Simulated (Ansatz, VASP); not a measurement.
## Two plane-wave programs on LiCl

```
CELL_PARAMETERS angstrom
0.00000 2.72997 2.72997
2.72997 0.00000 2.72997
2.72997 2.72997 0.00000
ATOMIC_POSITIONS crystal
Li 0.00000 0.00000 0.00000
Cl 0.25000 0.25000 0.25000
```

Alike in both runs: task single point; functional PBE; k mesh 8 × 8 × 8; occupations gaussian, width 0.02 eV; no spin polarisation.

```csv
,VASP,Ansatz
version,VASP 6.6.1,Ansatz 0.2.0
potentials or method,"VASP PAW PBE potentials, release 64 (Li_sv, Cl), cutoff 520 eV","scalar-relativistic, plane waves, PAW"
valence electrons in the cell,10,10
```

```csv
,VASP,Ansatz,Ansatz less VASP
gap on the k mesh at the Fermi level (eV),6.07,6.06,-0.006
least direct gap on the mesh (eV),6.07,6.06,-0.006
```

Noted on VASP's run: the cutoff is short for stress, so the pressure is rough.
